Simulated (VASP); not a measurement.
# PtSe2 (P-1) in VASP: further runs, part 2 of 2

VASP 6.6.1. The steps go on from the part before.

## 4. Single point, PBE

Input file INCAR:

```
SYSTEM = PtSe2
PREC     = Accurate       ! precision mode
ENCUT    = 520            ! plane-wave cutoff, eV
EDIFF    = 1E-6           ! SCF threshold, eV
ISMEAR   = 0              ! smearing method
SIGMA    = 0.02           ! smearing width, eV
LREAL    = .FALSE.        ! projectors in reciprocal space
LASPH    = .TRUE.         ! aspherical terms in the spheres
NELM     = 100            ! most SCF steps
ALGO     = Normal         ! electronic algorithm
ISIF     = 2              ! what is computed and relaxed
LWAVE    = .FALSE.        ! write WAVECAR
LCHARG   = .FALSE.        ! write CHGCAR
GGA      = PE             ! functional
NBANDS   = 18             ! bands
```

Input file KPOINTS:

```
Automatic mesh
0
G
  12 12 4
  0 0 0
```

Input file POSCAR:

```
PtSe2
1.0
    3.7515594721      0.0000000000      0.0000000000
   -1.8757797360      3.2489458066      0.0000000000
    0.1950399639      0.0000000000      6.5013321315
Pt Se
1 2
Direct
    0.0000000000      0.0000000000      0.0000000000
    0.6771011860      0.3333312937      0.7990024898
    0.3228988140      0.6666687063      0.2009975102
```

Potentials or basis: VASP PAW PBE potentials, release 64 (Pt, Se).

Command:

```sh
$ cat potpaw_PBE.64/Pt/POTCAR potpaw_PBE.64/Se/POTCAR > POTCAR
$ mpirun -np 1 vasp_std > vasp.out
```

OUTCAR:

```text
SYSTEM = PtSe2
   PREC = Accurate
   ENCUT = 520
   EDIFF = 1E-6
   ISMEAR = 0
   LREAL = .FALSE.
   LASPH = .TRUE.
   NELM = 100
   ISIF = 2
   GGA = PE

 ion  position               nearest neighbor table
   1  0.000  0.000  0.000-   2 2.53   3 2.53   2 2.53   3 2.53   2 2.53   3 2.53
   2  0.677  0.333  0.799-   1 2.53   1 2.53   1 2.53
   3  0.323  0.667  0.201-   1 2.53   1 2.53   1 2.53

  LATTYP: Found a base centered monoclinic cell.
 ALAT       =     3.7515594721
 B/A-ratio  =     1.7320508075
 C/A-ratio  =     1.7337475579
 COS(beta)  =    -0.0299865091

  Lattice vectors:

 A1 = (  -1.8757797360,   3.2489458066,   0.0000000000)
 A2 = (  -1.8757797361,  -3.2489458066,   0.0000000000)
 A3 = (   0.1950399639,   0.0000000000,   6.5013321315)

Analysis of symmetry for initial positions (statically):
=====================================================================
 Subroutine PRICEL returns:
 Original cell was already a primitive cell.

 Routine SETGRP: Setting up the symmetry group for a
 base centered monoclinic supercell.

 Subroutine GETGRP returns: Found  2 space group operations
 (whereof  2 operations were pure point group operations)
 out of a pool of  4 trial point group operations.

[... 165 lines left out ...]

 val. band max:        3.0650694921   @ k =  -0.0833   0.1667   0.0000
 cond. band min:       3.9193671999   @ k =  -0.2500   0.0000   0.2500
 fundamental gap:      0.8542977078
 Fermi energy:         3.2161214972

 k-point     1 :       0.0000    0.0000    0.0000
  band No.  band energies     occupation
      1     -11.1376      2.00000
      2      -9.3026      2.00000
      3      -2.3442      2.00000
      4      -2.2182      2.00000
      5      -2.2174      2.00000
      6       0.0180      2.00000
[... 481 lines left out ...]
      5      -1.1238      2.00000
      6      -0.7265      2.00000
[... 10 lines left out ...]
     17      12.0700      0.00000
     18      12.7277      0.00000

 [... further k-points ...]

------------------------ aborting loop because EDIFF is reached ----------------------------------------

  FORCE on cell =-STRESS in cart. coord.  units (eV):
  Direction    XX          YY          ZZ          XY          YZ          ZX
  --------------------------------------------------------------------------------------
  -------------------------------------------------------------------------------------
  Total       -0.0194992     -0.0203324     -0.0100243      0.0066689     -0.0017322     -0.0081164
  in kB       -0.3942496     -0.4110955     -0.2026791      0.1348371     -0.0350233     -0.1641026
  external PRESSURE =      -0.3360081 kB  Pullay stress =       0.0000000 kB

 VOLUME and BASIS-vectors are now :
 -----------------------------------------------------------------------------
  energy-cutoff  :      520.00
  volume of cell :       79.24
      direct lattice vectors                 reciprocal lattice vectors
     3.751559472  0.000000000  0.000000000     0.266555817  0.153896073 -0.007996675
    -1.875779736  3.248945807  0.000000000     0.000000000  0.307792145  0.000000000
     0.195039964  0.000000000  6.501332131     0.000000000  0.000000000  0.153814631

 POSITION                                       TOTAL-FORCE (eV/Angst)
 -----------------------------------------------------------------------------------
      0.00000      0.00000      0.00000         0.000000      0.000000      0.000000
      2.07077      1.08298      5.19458         0.000062      0.000185      0.003388
      0.00005      2.16597      1.30675        -0.000062     -0.000185     -0.003388
 -----------------------------------------------------------------------------------
    total drift:                                0.000000      0.000000      0.000000

  FREE ENERGIE OF THE ION-ELECTRON SYSTEM (eV)
  ---------------------------------------------------
  free  energy   TOTEN  =       -14.3029484951 eV

  energy  without entropy=      -14.3029484951  energy(sigma->0) =      -14.30294850
```

OSZICAR:

```text
N       E                     dE             d eps       ncg     rms          rms(c)
DAV:   1     0.113636844914E+03    0.11364E+03   -0.96058E+03 10592   0.104E+03
DAV:   2    -0.907264373488E+01   -0.12271E+03   -0.11824E+03 12950   0.203E+02
DAV:   3    -0.150916793113E+02   -0.60190E+01   -0.59778E+01 12942   0.458E+01
DAV:   4    -0.151519267411E+02   -0.60247E-01   -0.60219E-01 13110   0.492E+00
DAV:   5    -0.151528056604E+02   -0.87892E-03   -0.87888E-03 13056   0.570E-01    0.119E+01
DAV:   6    -0.145312678475E+02    0.62154E+00   -0.41970E+00 10900   0.192E+01    0.680E+00
DAV:   7    -0.143219375685E+02    0.20933E+00   -0.85530E-01 10834   0.899E+00    0.348E+00
DAV:   8    -0.143054933950E+02    0.16444E-01   -0.56182E-02 12484   0.160E+00    0.756E-01
DAV:   9    -0.143025912681E+02    0.29021E-02   -0.90586E-03 11754   0.925E-01    0.194E-01
DAV:  10    -0.143029292157E+02   -0.33795E-03   -0.17061E-03 11690   0.244E-01    0.535E-02
DAV:  11    -0.143029403841E+02   -0.11168E-04   -0.74060E-05 13444   0.737E-02    0.298E-02
DAV:  12    -0.143029478028E+02   -0.74186E-05   -0.22333E-05 11118   0.318E-02    0.380E-03
DAV:  13    -0.143029484951E+02   -0.69235E-06   -0.21743E-06 12558   0.954E-03
   1 F= -.14302948E+02 E0= -.14302948E+02  d E =-.666362E-29
```

stdout:

```text
POSCAR found type information on POSCAR PtSe
 POSCAR found :  2 types and       3 ions
 scaLAPACK will be used
 LDA part: xc-table for (Slater+PW92), standard interpolation
 POSCAR, INCAR and KPOINTS ok, starting setup
 FFT: planning ... GRIDC
 FFT: planning ... GRID_SOFT
 FFT: planning ... GRID
 WAVECAR not read
 entering main loop
```

It took 5.9 min on 1 thread of Oxide Virtual Turin-like, shared host; peak memory 0.47 GiB.

What came out:

```yaml
Free_energy: -14.3029 eV
Pressure: 0.0 GPa
Largest_force: 0.003 eV/Å
Band_gap_on_the_k_mesh: 0.85 eV (least direct gap 1.02 eV)
```

Forces in eV/Å, atoms in the order of the input:
```
Pt   0.000  0.000  0.000
Se   0.000  0.000  0.003
Se   0.000  0.000 -0.003
```

Caveat: spin-orbit coupling is left out, which moves the levels of the heavy elements. A k mesh can miss the band edges.
